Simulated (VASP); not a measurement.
# SmAuSe3 (Pm-3m) in VASP: a series of runs, part 3 of 3

VASP 6.6.1. The steps go on from the part before.

## 4. Relaxation of cell and atoms, PBE

INCAR

```
PREC = Accurate
ENCUT = 500
EDIFF = 1E-7
ISMEAR = 0
SIGMA = 0.1
LREAL = F
LASPH = T
NELM = 200
ALGO = Normal
ISIF = 3
LWAVE = F
LCHARG = F
GGA = PE
IBRION = 2
NSW = 90
EDIFFG = -0.04
GGA_COMPAT = F
NELMIN = 4
LMAXMIX = 6
```

KPOINTS

```
Automatic mesh
0
Gamma
  4 4 4
```

POSCAR

```
SmAuSe3
1.0
    4.8144349000      0.0000000000      0.0000000000
    0.0000000000      4.8144349000      0.0000000000
    0.0000000000      0.0000000000      4.8144349000
Sm Se Au
1 3 1
Direct
    0.0000000000      0.0000000000      0.0000000000
    0.0000000000      0.5000000000      0.5000000000
    0.5000000000      0.0000000000      0.5000000000
    0.5000000000      0.5000000000      0.0000000000
    0.5000000000      0.5000000000      0.5000000000
```

Potentials or basis: VASP PAW PBE potentials, release 64 (Sm_3, Se, Au), 4f in core.

Run with:

```console
> cat potpaw_PBE.64/Sm_3/POTCAR potpaw_PBE.64/Se/POTCAR potpaw_PBE.64/Au/POTCAR > POTCAR
> mpirun -np 1 vasp_std > vasp.out
```

OUTCAR:

```text
PREC = Accurate
   ENCUT = 500
   EDIFF = 1E-7
   ISMEAR = 0
   LREAL = F
   LASPH = T
   NELM = 200
   ISIF = 3
   GGA = PE
   IBRION = 2
   NSW = 90
   EDIFFG = -0.04
   NELMIN = 4

 ion  position               nearest neighbor table
   1  0.000  0.000  0.000-
   2  0.000  0.500  0.500-   5 2.41   5 2.41
   3  0.500  0.000  0.500-   5 2.41   5 2.41
   4  0.500  0.500  0.000-   5 2.41   5 2.41
   5  0.500  0.500  0.500-   2 2.41   3 2.41   4 2.41   4 2.41   3 2.41   2 2.41

  LATTYP: Found a simple cubic cell.
 ALAT       =     4.8144349000

  Lattice vectors:

 A1 = (   4.8144349000,   0.0000000000,   0.0000000000)
 A2 = (   0.0000000000,   4.8144349000,   0.0000000000)
 A3 = (   0.0000000000,   0.0000000000,   4.8144349000)

Analysis of symmetry for initial positions (statically):
[... 171 lines left out ...]
 cond. band min:       6.3166975295   @ k =   0.2500   0.2500   0.2500
 fundamental gap:      0.0799856793
 Fermi energy:         6.2375654162

 k-point     1 :       0.0000    0.0000    0.0000
  band No.  band energies     occupation
      1     -36.9121      2.00000
      2     -16.1566      2.00000
      3     -16.1566      2.00000
      4     -16.1566      2.00000
      5      -9.3741      2.00000
      6      -7.4907      2.00000
[... 336 lines left out ...]
--------------------------------------- Ionic step        3  -------------------------------------------

 number of electron      40.0000004 magnetization

 Free energy of the ion-electron system (eV)
  ---------------------------------------------------
  ext. energy  EPLUGINS =         0.00000000
  ---------------------------------------------------
  free energy    TOTEN  =       -20.33079923 eV

  energy without entropy =      -20.31337713  energy(sigma->0) =      -20.32208818

 E-fermi :   4.5095     XC(G=0):  -9.7500

 val. band max:        4.4614592521   @ k =   0.5000   0.5000   0.2500
 cond. band min:       4.6036703105   @ k =   0.2500   0.2500   0.2500
 fundamental gap:      0.1422110584
 Fermi energy:         4.5095228380

 k-point     1 :       0.0000    0.0000    0.0000
  band No.  band energies     occupation
      1     -38.8988      2.00000
      2     -18.0887      2.00000
      3     -18.0887      2.00000
      4     -18.0887      2.00000
      5      -9.8079      2.00000
      6      -8.3347      2.00000
[... 291 lines left out ...]
  FREE ENERGIE OF THE ION-ELECTRON SYSTEM (eV)
  ---------------------------------------------------
  free  energy   TOTEN  =       -20.3307992266 eV

  energy  without entropy=      -20.3133771349  energy(sigma->0) =      -20.32208818

 reached required accuracy - stopping structural energy minimisation
```

OSZICAR:

```text
N       E                     dE             d eps       ncg     rms          rms(c)
DAV:   1     0.257671267634E+03    0.25767E+03   -0.17822E+04   480   0.145E+03
DAV:   2    -0.689026125170E+01   -0.26456E+03   -0.26080E+03   576   0.309E+02
DAV:   3    -0.214200915977E+02   -0.14530E+02   -0.14446E+02   600   0.651E+01
[... 35 lines left out ...]
DAV:   7    -0.203308121579E+02   -0.50494E-03   -0.85504E-04   544   0.174E-01    0.276E-02
DAV:   8    -0.203308030824E+02    0.90754E-05   -0.83883E-05   576   0.397E-02    0.187E-02
DAV:   9    -0.203308004349E+02    0.26475E-05   -0.16256E-05   640   0.183E-02    0.735E-03
DAV:  10    -0.203307991939E+02    0.12410E-05   -0.11638E-05   552   0.133E-02    0.233E-03
DAV:  11    -0.203307992266E+02   -0.32785E-07   -0.58290E-07   488   0.414E-03
   3 F= -.20330799E+02 E0= -.20322088E+02  d E =-.739043E+00
```

CONTCAR:

```text
SmAuSe3
   1.00000000000000
     5.0646493472608292    0.0000000000000000   -0.0000000000000000
     0.0000000000000000    5.0646493472608292    0.0000000000000000
    -0.0000000000000000    0.0000000000000000    5.0646493472608292
  Sm              Se              Au
     1     3     1
Direct
     0.0000000000000000    0.0000000000000000    0.0000000000000000
     0.0000000000000000    0.5000000000000000    0.5000000000000000
     0.5000000000000000    0.0000000000000000    0.5000000000000000
     0.5000000000000000    0.5000000000000000    0.0000000000000000
     0.5000000000000000    0.5000000000000000    0.5000000000000000

  0.00000000E+00  0.00000000E+00  0.00000000E+00
  0.00000000E+00  0.00000000E+00  0.00000000E+00
  0.00000000E+00  0.00000000E+00  0.00000000E+00
  0.00000000E+00  0.00000000E+00  0.00000000E+00
  0.00000000E+00  0.00000000E+00  0.00000000E+00
```

Run time: 87 s. Hardware: 1 thread of Intel Xeon Platinum 8259CL at 2.50GHz (Skylake/Cascade Lake), shared host; peak memory 0.23 GiB.

Results:

| Property | Result |
| --- | --- |
| Free energy | -20.3308 eV |
| Relaxed volume | 25.98 Å³/atom |
| Relaxed cell | a = 5.065 Å, b = 5.065 Å, c = 5.065 Å, α = 90.00°, β = 90.00°, γ = 90.00° |
| Space group after relaxing (to 0.1 Å) | Pm-3m (No. 221) |
| Energy gained by relaxing | 147.8 meV/atom |
| Ionic steps | 3 |
| Pressure after relaxing | -0.2 GPa |
| Band gap on the k mesh | zero (bands 20 and 21 overlap by 2.31 eV) |

Step by step:
```tsv
step	energy change (eV)	largest force (eV/Å)	pressure (GPa)	volume (Å³)
1	0.0000	0.0000	15.14	111.59
2	-0.2317	0.0000	-7.23	149.24
3	-0.7390	0.0000	-0.17	129.91
```

Final structure:
```cif
data_structure
_symmetry_space_group_name_H-M 'P 1'
_symmetry_Int_Tables_number 1
_cell_length_a 5.0646
_cell_length_b 5.0646
_cell_length_c 5.0646
_cell_angle_alpha 90.000
_cell_angle_beta 90.000
_cell_angle_gamma 90.000
_cell_volume 129.91
loop_
_atom_site_label
_atom_site_type_symbol
_atom_site_fract_x
_atom_site_fract_y
_atom_site_fract_z
_atom_site_occupancy
Sm1 Sm 0.00000 0.00000 0.00000 1
Se1 Se 0.00000 0.50000 0.50000 1
Se2 Se 0.50000 0.00000 0.50000 1
Se3 Se 0.50000 0.50000 0.00000 1
Au1 Au 0.50000 0.50000 0.50000 1
```

Caveat: the volume moved by over 15 % at a fixed basis, so the end points are rough; spin-orbit coupling is left out, which moves the levels of the heavy elements; the 4f electrons are frozen in the core, so they carry no moment and show no levels; the run has no spin polarisation, though such a crystal can be magnetic.

## 5. Single point, PBE

This run uses another cell than the first one, of 25.81 Å³/atom.

INCAR

```
  PREC = Accurate
  ENCUT = 500
  EDIFF = 1E-6
  ISMEAR = 0
  SIGMA = 0.1
  LREAL = False
  LASPH = True
  NELM = 200
  ALGO = Normal
  ISIF = 2
  LWAVE = False
  LCHARG = False
  GGA = PE
  NBANDS = 28
  GGA_COMPAT = False
  LMAXMIX = 6
```

KPOINTS

```
Automatic mesh
0
Gamma
  8 8 8
```

Edit POSCAR of step 4 so:

```diff
@@ -2,5 +2,5 @@
 1.0
-    4.8144349000      0.0000000000      0.0000000000
-    0.0000000000      4.8144349000      0.0000000000
-    0.0000000000      0.0000000000      4.8144349000
+    5.0532696769      0.0000000000      0.0000000000
+    0.0000000000      5.0532696769      0.0000000000
+    0.0000000000      0.0000000000      5.0532696769
 Sm Se Au
```

Run with:

```console
> cat potpaw_PBE.64/Sm_3/POTCAR potpaw_PBE.64/Se/POTCAR potpaw_PBE.64/Au/POTCAR > POTCAR
> mpirun -np 1 vasp_std > vasp.out
```

It took 1.8 min on 1 thread of Intel Xeon Platinum 8259CL at 2.50GHz (Skylake/Cascade Lake), shared host; peak memory 0.32 GiB.

Results (log left out):

```
Free energy            : -20.4905 eV
Pressure               : 0.0 GPa
Band gap on the k mesh : zero (bands 20 and 21 overlap by 2.73 eV)
```

Levels at points of the mesh, in eV from the Fermi level:
| k point | band 16 | band 17 | band 18 | band 19 | band 20 | band 21 | band 22 | band 23 | band 24 | band 25 |
| --- | --- | --- | --- | --- | --- | --- | --- | --- | --- | --- |
| (0.00, 0.00, 0.00) | -1.22 | -1.22 | -1.22 | -0.54 | -0.54 | -0.54 | -0.19 | 0.84 | 0.84 | 1.43 |
| (0.50, 0.00, 0.00) | -2.37 | -1.75 | -1.09 | -1.09 | -1.04 | -1.04 | 1.44 | 1.73 | 2.78 | 3.13 |
| (0.50, 0.50, 0.00) | -2.19 | -2.19 | -1.51 | -1.51 | -0.12 | 1.78 | 1.78 | 2.82 | 3.10 | 3.24 |
| (0.50, 0.50, 0.50) | -2.12 | 0.23 | 0.23 | 0.23 | 1.28 | 1.60 | 1.60 | 1.60 | 2.09 | 2.09 |

Caveat: spin-orbit coupling is left out, which moves the levels of the heavy elements; the 4f electrons are frozen in the core, so they carry no moment and show no levels; the run has no spin polarisation, though such a crystal can be magnetic. With open d or f shells a metallic result of PBE can be an artefact of self-interaction; +U or a hybrid may open a gap.

## 6. Single point, PBE, collinear spin

INCAR

```
SYSTEM = SmAuSe3
ALGO = Normal ; EDIFF = 1E-6
ENCUT = 500 ; GGA = PE
GGA_COMPAT = .FALSE. ; ISIF = 2
ISMEAR = 0 ; ISPIN = 2
LASPH = .TRUE. ; LCHARG = .FALSE.
LMAXMIX = 6 ; LORBIT = 11
LREAL = .FALSE. ; LWAVE = .FALSE.
MAGMOM = 0 0 0 0 1 ; NBANDS = 32
NELM = 200 ; PREC = Accurate
SIGMA = 0.1
```

KPOINTS

```
k-points
0
G
  4 4 4
  0 0 0
```

Edit POSCAR of step 5 so:

```diff
@@ -2,5 +2,5 @@
 1.0
-    5.0532696769      0.0000000000      0.0000000000
-    0.0000000000      5.0532696769      0.0000000000
-    0.0000000000      0.0000000000      5.0532696769
+    4.8144349000      0.0000000000      0.0000000000
+    0.0000000000      4.8144349000      0.0000000000
+    0.0000000000      0.0000000000      4.8144349000
 Sm Se Au
```

Potentials or basis: VASP PAW PBE potentials, release 64 (Sm_3, Se, Au), 4f in core.

Run with:

```console
> cat potpaw_PBE.64/Sm_3/POTCAR potpaw_PBE.64/Se/POTCAR potpaw_PBE.64/Au/POTCAR > POTCAR
> mpirun -np 1 vasp_std > vasp.out
```

Wall time 88 s (1 thread of Intel Xeon Platinum 8259CL at 2.50GHz (Skylake/Cascade Lake), shared host); peak memory 0.27 GiB.

The run converged. Its results:

| Item | Value |
| --- | --- |
| Free energy | -19.5918 eV |
| Pressure | 15.1 GPa |
| Band gap on the k mesh | zero (filled and empty bands overlap) |
| Net moment | 0.00 μB per cell |
| Valence electrons inside the program's atomic spheres | Sm 8.64; Se 3.92; Au 10.06 |

Levels at points of the mesh, in eV from the Fermi level:
Spin up:
| k point | band 17 | band 18 | band 19 | band 20 | band 21 | band 22 | band 23 | band 24 |
| --- | --- | --- | --- | --- | --- | --- | --- | --- |
| (0.00, 0.00, 0.00) | -2.25 | -2.25 | -1.33 | -1.33 | -1.33 | -1.00 | 0.10 | 0.10 |
| (0.50, 0.00, 0.00) | -2.39 | -2.04 | -2.04 | -1.90 | -1.90 | 0.78 | 1.22 | 2.59 |
| (0.50, 0.50, 0.00) | -3.30 | -2.50 | -2.50 | -0.86 | 1.27 | 1.39 | 2.67 | 3.17 |
| (0.50, 0.50, 0.50) | -0.41 | -0.41 | -0.41 | 0.61 | 1.13 | 1.13 | 1.13 | 1.69 |
Spin down:
| k point | band 18 | band 19 | band 20 | band 21 | band 22 | band 23 |
| --- | --- | --- | --- | --- | --- | --- |
| (0.00, 0.00, 0.00) | -2.25 | -1.33 | -1.33 | -1.33 | -1.00 | 0.10 |
| (0.50, 0.00, 0.00) | -2.04 | -2.04 | -1.90 | -1.90 | 0.78 | 1.22 |
| (0.50, 0.50, 0.00) | -2.50 | -2.50 | -0.86 | 1.27 | 1.39 | 2.67 |
| (0.50, 0.50, 0.50) | -0.41 | -0.41 | 0.61 | 1.13 | 1.13 | 1.13 |

Caveat: the magnetic or orbital state may not be the lowest; the cell stands under pressure; spin-orbit coupling is left out, which moves the levels of the heavy elements; the 4f electrons are frozen in the core, so they carry no moment and show no levels.

## 7. Overview

```tsv
task	spin	cell	k mesh	gap on the mesh (eV)	pressure (GPa)
single point	off	a = 4.814 Å, 5 atoms	4 × 4 × 4	none	15.1
single point	off	a = 5.057 Å, 5 atoms	4 × 4 × 4	none	0.2
relaxation of cell and atoms	off	relaxed from a = 4.814 Å, 5 atoms	4 × 4 × 4	none	-0.2
single point	off	a = 5.053 Å, 5 atoms	8 × 8 × 8	none	0.0
single point	collinear	a = 4.814 Å, 5 atoms	4 × 4 × 4	none	15.1
```

Alike in all rows: level PBE; potentials or basis VASP PAW PBE potentials, release 64 (Sm_3, Se, Au), 4f in core; cutoff (eV) 500; smearing gaussian 0.1 eV.

Caveats: spin-orbit coupling is left out, which moves the levels of the heavy elements; the 4f electrons are frozen in the core, so they carry no moment and show no levels; the cell stands under pressure (at least some runs); the volume moved by over 15 % at a fixed basis, so the end points are rough (at least some runs); the magnetic or orbital state may not be the lowest (at least some runs).

Absolute energies hang on the potentials; compare differences alone.
